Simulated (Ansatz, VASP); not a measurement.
One calculation of Sb, two programs

```
CELL_PARAMETERS angstrom
0.00000 2.30500 2.30500
2.30500 0.00000 2.30500
2.30500 2.30500 0.00000
ATOMIC_POSITIONS crystal
Sb 0.00000 0.00000 0.00000
```

Alike in both runs: task electric field gradients; functional LDA; k mesh 12 × 12 × 12; occupations fermi-dirac, width 0.05 eV; no spin polarisation.

|  | VASP | Ansatz |
| --- | --- | --- |
| version | VASP 6.6.1 | Ansatz 0.2.0 |
| potentials or method | VASP PAW LDA potentials, release 64 (Sb) | PAW with Ansatz's default frozen-core files, scalar-relativistic |
| plane-wave cutoff (eV) | 520 | 420 |
| valence electrons in the cell | 5 | 15 |

|  | VASP | Ansatz | Ansatz less VASP |
| --- | --- | --- | --- |
| pressure (GPa) | 4.0 | 3.8 | -0.16 |

LDA's correlation is that of Perdew and Zunger in VASP and of Perdew and Wang (1992) in Ansatz. VASP's potentials hold 5 valence electrons a cell and Ansatz's 15, so a difference there can come from the potentials and not from the codes.

Spin-orbit coupling is off throughout.
